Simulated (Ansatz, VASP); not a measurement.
# C in VASP and in Ansatz

```
CELL_PARAMETERS angstrom
0.00000 2.01036 2.01036
2.01036 0.00000 2.01036
2.01036 2.01036 0.00000
ATOMIC_POSITIONS crystal
C 0.71750 0.92750 0.92750
C 0.28250 0.07250 0.07250
```

Change from the starting cell: shortest bond scaled by 0.58, crystal datasets.

Alike in both runs: task electric field gradients; functional PBE; k mesh 13 × 13 × 13; occupations fermi-dirac, width 0.05 eV; no spin polarisation.

```csv
,VASP,Ansatz
version,VASP 6.6.1,Ansatz 0.2.0
potentials or method,"VASP PAW PBE potentials, release 64 (C), cutoff 520 eV","all-electron PAW with datasets made for the crystal, scalar-relativistic"
```

VASP gave:

| Quantity | Value |
| --- | --- |
| pressure (GPa) | 118.8 |
| traceless stress, the component that is largest in VASP (GPa) | -124.71 |
| rms of the force components (eV/Å) | 25.740 |
| size of Vzz on the site where it differs most (V/Å²) | 13.6 |

Question: Estimate Ansatz's values.

Answer: Pressure (GPa): 116.0; traceless stress, the component that is largest in VASP (GPa): -121.75; rms of the force components (eV/Å): 25.233; size of Vzz on the site where it differs most (V/Å²): 3.7.

Atom by atom the forces differ by 0.507 eV/Å (rms over components). Both programs put the cell under a high pressure, so it lies far from rest at this level. Ansatz ran all-electron here, and VASP with PAW potentials.

Noted on VASP's run: the cell as given lies far from equilibrium.
